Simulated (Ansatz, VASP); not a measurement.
## Ag3BrCl2: VASP beside Ansatz

```xyz
6
Lattice="6.5135 0.0000 0.0000 -3.2568 5.6409 0.0000 0.0000 0.0000 3.9317" Properties=species:S:1:pos:R:3 pbc="T T T"
Ag    3.2568    0.0000    1.9658
Ag    1.6284    2.8204    1.9658
Ag   -1.6284    2.8204    1.9658
Br    0.0000    0.0000    0.0000
Cl    0.0000    3.7606    0.0000
Cl    3.2568    1.8803    0.0000
```

Change from the starting cell: species swapped into the YCo3B2 type (P6/mmm, No. 191).

Alike in both runs: task single point; functional PBE; k mesh 3 × 3 × 4; occupations gaussian, width 0.1 eV; no spin polarisation.

|  | VASP | Ansatz |
| --- | --- | --- |
| version | VASP 6.6.1 | Ansatz 0.2.0 |
| potentials or method | VASP PAW PBE potentials, release 64 (Ag, Br, Cl), cutoff 520 eV | scalar-relativistic, plane waves, PAW |
| valence electrons in the cell | 54 | 78 |

Ansatz gave:

| Property | Result |
| --- | --- |
| gap on the k mesh at the Fermi level (eV) | none |
| pressure (GPa) | 0.0 |
| traceless stress, the component that is largest in VASP (GPa) | -0.20 |

Problem. What did VASP give for the same quantities?

Solution. gap on the k mesh at the Fermi level (eV): none; pressure (GPa): -0.1; traceless stress, the component that is largest in VASP (GPa): -0.22.

A gap of «none» marks a metal or a gap that the smearing closes. VASP's potentials hold 54 valence electrons a cell and Ansatz's 78, so a difference there can come from the potentials and not from the codes.

The k mesh is coarse, so the values compare programs but aren't converged.
